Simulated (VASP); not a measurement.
# CoSi6Ni2 (P-3m1) in VASP: vibrations by perturbation theory with PBE

Aim: the vibrations by perturbation theory of CoSi6Ni2 with PBE.

All numbers are computed with VASP 6.6.1; they aren't measurements. Logs are shortened: lines on timing, memory, paths and dates and some standing lists are left out, and cuts for length are marked.

### 1 The cell of the first run

Symmetry: P-3m1, No. 164, trigonal system. The conventional cell has a = 3.822 Å, b = 3.822 Å, c = 9.349 Å, α = 90.00°, β = 90.00°, γ = 120.00°. Co (site symmetry -3m) has 8 Si at 2.29 to 2.33 Å within 3.0 Å. Within 3.1 Å of Si (site symmetry 3m) lie 4 Ni at 2.33 to 2.35 Å and 6 Si at 2.72 Å. Within 3.1 Å of Si (site symmetry 3m) lie 3 Co at 2.33 Å and 1 Ni at 2.39 Å and 6 Si at 2.65 to 2.70 Å. Within 3.0 Å of Si (site symmetry 3m) lie 1 Co at 2.29 Å and 3 Ni at 2.36 Å and 6 Si at 2.70 to 2.72 Å. Within 3.1 Å of Ni (site symmetry 3m) lie 8 Si at 2.33 to 2.39 Å.

### 2 Vibrations by perturbation theory, PBE

The input, INCAR:

```
ALGO     = Normal         # electronic algorithm
EDIFF    = 1E-8           # SCF threshold, eV
ENCUT    = 520            # plane-wave cutoff, eV
GGA      = PE             # functional
IBRION   = 8              # ionic algorithm
ISIF     = 2              # what is computed and relaxed
ISMEAR   = -1             # smearing method
KPAR     = 4            
LASPH    = True           # aspherical terms in the spheres
LCHARG   = False          # write CHGCAR
LREAL    = False          # projectors in reciprocal space
LWAVE    = False          # write WAVECAR
NBANDS   = 36             # bands
NELM     = 60             # most SCF steps
NSW      = 1              # ionic steps
PREC     = Accurate       # precision mode
SIGMA    = 0.15           # smearing width, eV
```

The input, KPOINTS:

```
k-points
0
Gamma
  12 12 4
```

The input, POSCAR:

```
CoSi6Ni2
1.0
    3.8223667600      0.0000000000      0.0000000000
   -1.9111833800      3.3102667168      0.0000000000
    0.0000000000      0.0000000000      9.3488291758
Co Si Ni
1 6 2
Direct
    0.0000000000      0.0000000000      0.0000000000
    0.3333333333      0.6666666667      0.5848098008
    0.6666666667      0.3333333333      0.9214497300
    0.0000000000      0.0000000000      0.2448279711
    0.3333333333      0.6666666667      0.0785502700
    0.6666666667      0.3333333333      0.4151901992
    0.0000000000      0.0000000000      0.7551720289
    0.3333333333      0.6666666667      0.3338890370
    0.6666666667      0.3333333333      0.6661109630
```

Potentials or basis: VASP PAW PBE potentials, release 64 (Co, Si, Ni).

Started as:

```sh
cat potpaw_PBE.64/Co/POTCAR potpaw_PBE.64/Si/POTCAR potpaw_PBE.64/Ni/POTCAR > POTCAR
mpirun -np 4 vasp_std > vasp.out
```

OUTCAR:

```text
EDIFF = 1E-8
   ENCUT = 520
   GGA = PE
   IBRION = 8
   ISIF = 2
   ISMEAR = -1
   LASPH = True
   LREAL = False
   NELM = 60
   NSW = 1
   PREC = Accurate

 ion  position               nearest neighbor table
   1  0.000  0.000  0.000-   4 2.29   7 2.29   5 2.33   3 2.33   3 2.33   5 2.33   3 2.33   5 2.33

   2  0.333  0.667  0.585-   9 2.33   9 2.33   9 2.33   8 2.35   6 2.72   6 2.72   6 2.72   7 2.72
                             7 2.72   7 2.72
   3  0.667  0.333  0.921-   1 2.33   1 2.33   1 2.33   9 2.39   5 2.65   5 2.65   5 2.65   7 2.70
                             7 2.70   7 2.70
   4  0.000  0.000  0.245-   1 2.29   8 2.36   8 2.36   8 2.36   5 2.70   5 2.70   5 2.70   6 2.72
                             6 2.72   6 2.72
   5  0.333  0.667  0.079-   1 2.33   1 2.33   1 2.33   8 2.39   3 2.65   3 2.65   3 2.65   4 2.70
                             4 2.70   4 2.70
   6  0.667  0.333  0.415-   8 2.33   8 2.33   8 2.33   9 2.35   2 2.72   2 2.72   2 2.72   4 2.72
                             4 2.72   4 2.72
   7  0.000  0.000  0.755-   1 2.29   9 2.36   9 2.36   9 2.36   3 2.70   3 2.70   3 2.70   2 2.72
                             2 2.72   2 2.72
   8  0.333  0.667  0.334-   6 2.33   6 2.33   6 2.33   2 2.35   4 2.36   4 2.36   4 2.36   5 2.39

   9  0.667  0.333  0.666-   2 2.33   2 2.33   2 2.33   6 2.35   7 2.36   7 2.36   7 2.36   3 2.39

  LATTYP: Found a hexagonal cell.
 ALAT       =     3.8223667600
 C/A-ratio  =     2.4458221209

  Lattice vectors:

 A1 = (   3.8223667600,   0.0000000000,   0.0000000000)
 A2 = (  -1.9111833800,   3.3102667168,   0.0000000000)
 A3 = (   0.0000000000,   0.0000000000,   9.3488291758)
[... 1204 lines left out ...]
  z     0.61692     0.61692    -0.79802     0.00000    -0.00000     0.00000

 SECOND DERIVATIVES (NOT SYMMETRIZED)
 ------------------------------------
               1X          1Y          1Z          2X          2Y          2Z          3X          3Y          3Z          4X          4Y          4Z          5X          5Y          5Z          6X          6Y          6Z          7X          7Y          7Z          8X          8Y          8Z          9X          9Y          9Z
  1X   -11.698666    0.000000    0.000000    0.032404    0.000000    0.000000    5.893392    0.000000    0.000000   -0.003078    0.000000    0.000000    5.893392    0.000000    0.000000    0.032404    0.000000    0.000000   -0.003078    0.000000    0.000000   -0.073386    0.000000    0.000000   -0.073386    0.000000    0.000000
  1Y     0.000000  -11.698666    0.000000    0.000000    0.032404    0.000000    0.000000    5.893392    0.000000    0.000000   -0.003078    0.000000    0.000000    5.893392    0.000000    0.000000    0.032404    0.000000    0.000000   -0.003078    0.000000    0.000000   -0.073386    0.000000    0.000000   -0.073386    0.000000
  1Z     0.000000   -0.000000  -17.683366   -0.000000    0.000000   -0.717445    0.000000   -0.000000    3.036189    0.000000    0.000000    4.518714    0.000000   -0.000000    3.036189    0.000000    0.000000   -0.717445   -0.000000   -0.000000    4.518714    0.000000   -0.000000    2.004224    0.000000   -0.000000    2.004224
  2X     0.035810    0.000000    0.000000   -8.369368    0.000000    0.000000    0.164249    0.000000    0.000000    0.175341    0.000000    0.000000    0.064964    0.000000    0.000000    1.193645    0.000000    0.000000    1.398119    0.000000    0.000000   -0.255937    0.000000    0.000000    5.593178    0.000000    0.000000
  2Y     0.000000    0.035810    0.000000    0.000000   -8.369368    0.000000    0.000000    0.164249    0.000000    0.000000    0.175341   -0.000000    0.000000    0.064964   -0.000000    0.000000    1.193645   -0.000000    0.000000    1.398119    0.000000    0.000000   -0.255937    0.000000    0.000000    5.593178    0.000000
  2Z    -0.000000    0.000000   -0.716172    0.000000   -0.000000  -10.757127    0.000000   -0.000000    1.385843    0.000000   -0.000000    1.434284   -0.000000   -0.000000    0.620008    0.000000    0.000000    0.615940    0.000000   -0.000000    1.632754    0.000000   -0.000000    3.453619    0.000000    0.000000    2.330851
  3X     5.894188    0.000000    0.000000    0.165522    0.000000    0.000000   -9.635355    0.000000    0.000000    0.213733    0.000000    0.000000    2.056983    0.000000    0.000000    0.065096    0.000000    0.000000    1.334942    0.000000    0.000000    0.098877    0.000000    0.000000   -0.193986    0.000000    0.000000
  3Y     0.000000    5.894188    0.000000    0.000000    0.165522    0.000000    0.000000   -9.635355    0.000000    0.000000    0.213733    0.000000    0.000000    2.056983    0.000000    0.000000    0.065096   -0.000000    0.000000    1.334942    0.000000    0.000000    0.098877    0.000000    0.000000   -0.193986    0.000000
  3Z     0.000000    0.000000    3.034777    0.000000   -0.000000    1.392488   -0.000000    0.000000  -10.224659   -0.000000    0.000000    1.162506    0.000000   -0.000000    1.518594    0.000000    0.000000    0.620002    0.000000    0.000000    0.727303    0.000000    0.000000   -0.666802   -0.000000    0.000000    2.435789
  4X    -0.001766   -0.000000    0.000000    0.176646    0.000000    0.000000    0.214257    0.000000    0.000000   -7.927585    0.000000    0.000000    1.335042    0.000000    0.000000    1.398283    0.000000    0.000000    0.050481    0.000000    0.000000    4.738255    0.000000    0.000000    0.016386    0.000000    0.000000
  4Y     0.000000   -0.001766    0.000000    0.000000    0.176646    0.000000    0.000000    0.214257    0.000000    0.000000   -7.927585    0.000000    0.000000    1.335042    0.000000    0.000000    1.398283    0.000000    0.000000    0.050481    0.000000    0.000000    4.738255    0.000000    0.000000    0.016386    0.000000
  4Z     0.000000   -0.000000    4.527058    0.000000    0.000000    1.431150    0.000000   -0.000000    1.166697   -0.000000    0.000000  -11.931040    0.000000    0.000000    0.728086    0.000000    0.000000    1.632504    0.000000    0.000000    0.791042    0.000000    0.000000    2.257347    0.000000    0.000000   -0.602844
  5X     5.894188    0.000000    0.000000    0.065096    0.000000    0.000000    2.056983    0.000000    0.000000    1.334942    0.000000    0.000000   -9.635355    0.000000    0.000000    0.165522    0.000000    0.000000    0.213733    0.000000    0.000000   -0.193986    0.000000    0.000000    0.098877    0.000000    0.000000
  5Y     0.000000    5.894188    0.000000    0.000000    0.065096   -0.000000    0.000000    2.056983    0.000000    0.000000    1.334942    0.000000    0.000000   -9.635355    0.000000    0.000000    0.165522    0.000000    0.000000    0.213733    0.000000    0.000000   -0.193986    0.000000    0.000000    0.098877    0.000000
  5Z     0.000000    0.000000    3.034777    0.000000    0.000000    0.620002    0.000000   -0.000000    1.518594    0.000000    0.000000    0.727303   -0.000000    0.000000  -10.224659    0.000000   -0.000000    1.392488   -0.000000    0.000000    1.162506   -0.000000    0.000000    2.435789    0.000000    0.000000   -0.666802
  6X     0.035810    0.000000    0.000000    1.193645    0.000000    0.000000    0.064964    0.000000    0.000000    1.398119    0.000000    0.000000    0.164249    0.000000    0.000000   -8.369368    0.000000    0.000000    0.175341    0.000000    0.000000    5.593178    0.000000    0.000000   -0.255937    0.000000    0.000000
  6Y     0.000000    0.035810    0.000000    0.000000    1.193645   -0.000000    0.000000    0.064964   -0.000000    0.000000    1.398119    0.000000    0.000000    0.164249    0.000000    0.000000   -8.369368    0.000000    0.000000    0.175341   -0.000000    0.000000    5.593178    0.000000    0.000000   -0.255937    0.000000
  6Z    -0.000000    0.000000   -0.716172    0.000000    0.000000    0.615940   -0.000000   -0.000000    0.620008    0.000000   -0.000000    1.632754    0.000000   -0.000000    1.385843    0.000000   -0.000000  -10.757127    0.000000   -0.000000    1.434284    0.000000    0.000000    2.330851    0.000000   -0.000000    3.453619
  7X    -0.001766   -0.000000    0.000000    1.398283    0.000000    0.000000    1.335042    0.000000    0.000000    0.050481    0.000000    0.000000    0.214257    0.000000    0.000000    0.176646    0.000000    0.000000   -7.927585    0.000000    0.000000    0.016386    0.000000    0.000000    4.738255    0.000000    0.000000
  7Y     0.000000   -0.001766    0.000000    0.000000    1.398283    0.000000    0.000000    1.335042    0.000000    0.000000    0.050481    0.000000    0.000000    0.214257    0.000000    0.000000    0.176646    0.000000    0.000000   -7.927585    0.000000    0.000000    0.016386    0.000000    0.000000    4.738255    0.000000
  7Z     0.000000   -0.000000    4.527058    0.000000    0.000000    1.632504    0.000000    0.000000    0.728086    0.000000    0.000000    0.791042    0.000000   -0.000000    1.166697    0.000000    0.000000    1.431150   -0.000000    0.000000  -11.931040    0.000000    0.000000   -0.602844    0.000000    0.000000    2.257347
  8X    -0.071096    0.000000    0.000000   -0.255313    0.000000    0.000000    0.095358    0.000000    0.000000    4.740031    0.000000    0.000000   -0.193766    0.000000    0.000000    5.593012    0.000000    0.000000    0.014333    0.000000    0.000000   -9.872108    0.000000    0.000000   -0.050451    0.000000    0.000000
  8Y     0.000000   -0.071096    0.000000    0.000000   -0.255313    0.000000    0.000000    0.095358   -0.000000    0.000000    4.740031    0.000000    0.000000   -0.193766    0.000000    0.000000    5.593012    0.000000    0.000000    0.014333    0.000000    0.000000   -9.872108    0.000000    0.000000   -0.050451    0.000000
  8Z     0.000000    0.000000    2.007237    0.000000    0.000000    3.447906    0.000000    0.000000   -0.667223    0.000000    0.000000    2.259647    0.000000    0.000000    2.429840    0.000000   -0.000000    2.334680    0.000000    0.000000   -0.601080    0.000000    0.000000  -12.689544    0.000000    0.000000    1.478537
  9X    -0.071096    0.000000    0.000000    5.593012    0.000000    0.000000   -0.193766    0.000000    0.000000    0.014333    0.000000    0.000000    0.095358    0.000000    0.000000   -0.255313    0.000000    0.000000    4.740031    0.000000    0.000000   -0.050451    0.000000    0.000000   -9.872108    0.000000    0.000000
  9Y     0.000000   -0.071096    0.000000    0.000000    5.593012    0.000000    0.000000   -0.193766    0.000000    0.000000    0.014333    0.000000    0.000000    0.095358   -0.000000    0.000000   -0.255313    0.000000    0.000000    4.740031    0.000000    0.000000   -0.050451    0.000000    0.000000   -9.872108    0.000000
  9Z     0.000000    0.000000    2.007237    0.000000   -0.000000    2.334680    0.000000    0.000000    2.429840    0.000000    0.000000   -0.601080    0.000000    0.000000   -0.667223    0.000000    0.000000    3.447906    0.000000    0.000000    2.259647    0.000000    0.000000    1.478537    0.000000    0.000000  -12.689544

 Eigenvectors and eigenvalues of the dynamical matrix
   1 f  =   11.916862 THz    74.875849 2PiTHz  397.503714 cm-1    49.284157 meV
   2 f  =   11.118702 THz    69.860867 2PiTHz  370.879990 cm-1    45.983238 meV
   3 f  =   10.565520 THz    66.385117 2PiTHz  352.427797 cm-1    43.695458 meV
   4 f  =   10.565520 THz    66.385117 2PiTHz  352.427797 cm-1    43.695458 meV
   5 f  =   10.395066 THz    65.314124 2PiTHz  346.742070 cm-1    42.990518 meV
   6 f  =   10.395066 THz    65.314124 2PiTHz  346.742070 cm-1    42.990518 meV
[... 16 lines left out ...]
  23 f  =    2.550433 THz    16.024844 2PiTHz   85.073293 cm-1    10.547739 meV
  24 f  =    2.550433 THz    16.024844 2PiTHz   85.073293 cm-1    10.547739 meV
  25 f/i=    0.002378 THz     0.014941 2PiTHz    0.079319 cm-1     0.009834 meV
  26 f/i=    0.002378 THz     0.014941 2PiTHz    0.079319 cm-1     0.009834 meV
  27 f/i=    0.002385 THz     0.014986 2PiTHz    0.079560 cm-1     0.009864 meV

 ELASTIC MODULI CONTR FROM IONIC RELAXATION (kBar)
 Direction    XX          YY          ZZ          XY          YZ          ZX
 --------------------------------------------------------------------------------
 XX        -392.3650    138.2741    248.8122      0.0000    176.5681     -0.0000
 YY         138.2741   -392.3650    248.8122     -0.0000   -176.5681      0.0000
 ZZ         248.8122    248.8122   -505.5844      0.0000      0.0000     -0.0000
 XY           0.0000     -0.0000      0.0000   -265.3196     -0.0000    180.3968
 YZ         176.5681   -176.5681      0.0000     -0.0000   -124.8705      0.0000
 ZX          -0.0000      0.0000     -0.0000    180.3968      0.0000   -131.1591
 --------------------------------------------------------------------------------
```

It took 25 min on 4 MPI ranks of Intel Xeon 6975P-C (Granite Rapids), shared host; peak memory 2.2 GiB.

What came out:

| Quantity | Value |
| --- | --- |
| Highest phonon frequency at Γ | 398 cm⁻¹ |

Phonon frequencies in cm⁻¹ (negative: imaginary):
```csv
q point,frequencies
"(0.000, 0.000, 0.000)",0 0 0 85 85 97 97 231 236 295 295 297 297 314 314 316 324 332 336 336 342 347 347 352 352 371 398
```

Spin polarisation is off, so any magnetic state and its effect on volume and gap are missing.
